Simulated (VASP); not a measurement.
Crystal: Zn2SnN3.

```
Zn Sn N
1.0
     3.82500    0.00000    0.00000
    -1.91250    3.31255    0.00000
     0.00000    0.00000    7.53119
Zn Sn N
2 1 3
Direct
  0.00000 0.00000 0.26510
  0.00000 0.00000 0.73490
  0.00000 0.00000 0.00000
  0.50000 0.00000 0.00000
  0.00000 0.50000 0.00000
  0.50000 0.50000 0.00000
```

The cell was built from a structure type or drawn by symmetry, and may not be a known phase.

```yaml
Program: VASP 6.6.1
Task: relaxation of cell and atoms
Functional: PBE
Potentials_or_basis: VASP PAW PBE potentials, release 64 (Zn, Sn_d, N)
Cutoff: 600 eV
k_mesh: 6 × 6 × 2
Occupations: gaussian, width 0.1 eV
Spin: no spin polarisation
```

At the start: pressure 73.2 GPa; volume 15.90 Å³/atom.

**Question.** Where does the relaxation end?

**Answer.** Over 20 steps the energy falls by 1847.4 meV/atom and the volume is 22.47 Å³/atom (+41.3 %); space group P6/mmm (No. 191, to 0.1 Å) before and after.

The path:
| step | energy change (eV) | largest force (eV/Å) | pressure (GPa) | volume (Å³) |
| --- | --- | --- | --- | --- |
| 1 | 0.0000 | 13.3394 | 73.24 | 95.42 |
| 2 | -7.3881 | 0.0828 | -9.15 | 234.84 |
| 3 | -10.7751 | 0.2602 | -1.31 | 152.47 |
| 4 | -10.7818 | 0.2902 | -0.99 | 151.15 |
| 5 | -10.7864 | 0.3521 | -0.36 | 148.60 |
| 6 | -9.4631 | 2.1944 | 16.02 | 120.07 |
| 7 | -10.7934 | 0.3589 | -0.09 | 147.38 |
| 8 | -10.8350 | 0.4080 | -0.54 | 146.73 |
| 9 | -10.9347 | 0.5573 | -1.56 | 144.56 |
| 10 | -10.8967 | 0.7013 | -1.70 | 139.30 |
| 11 | -10.9582 | 0.6821 | -1.83 | 143.01 |
| 12 | -10.9846 | 0.6610 | -1.62 | 141.57 |
| 13 | -11.0417 | 0.5248 | -0.77 | 137.28 |
| 14 | -10.9414 | 0.4271 | 2.02 | 128.82 |
| 15 | -11.0466 | 0.4749 | -0.37 | 135.75 |
| 16 | -11.0478 | 0.4005 | -0.09 | 134.70 |
| 17 | -11.0642 | 0.2871 | -0.03 | 134.62 |
| 18 | -11.0836 | 0.0211 | 0.26 | 134.37 |
| 19 | -11.0837 | 0.0029 | 0.29 | 134.34 |
| 20 | -11.0843 | 0.0056 | 0.11 | 134.83 |

Final structure:
```xyz
6
Lattice="4.4316 0.0000 0.0000 -2.2158 3.8379 0.0000 0.0000 0.0000 7.9274" Properties=species:S:1:pos:R:3 pbc="T T T"
Zn    0.0000    0.0000    2.6934
Zn    0.0000    0.0000    5.2340
Sn    0.0000    0.0000    0.0000
N     2.2158    0.0000    0.0000
N    -1.1079    1.9189    0.0000
N     1.1079    1.9189    0.0000
```

Caveat: the k points lie up to 0.40 Å⁻¹ apart in the final cell, too coarse for converged energies and pressures of a metal; the volume moved by over 15 % at a fixed basis, so the end points are rough.
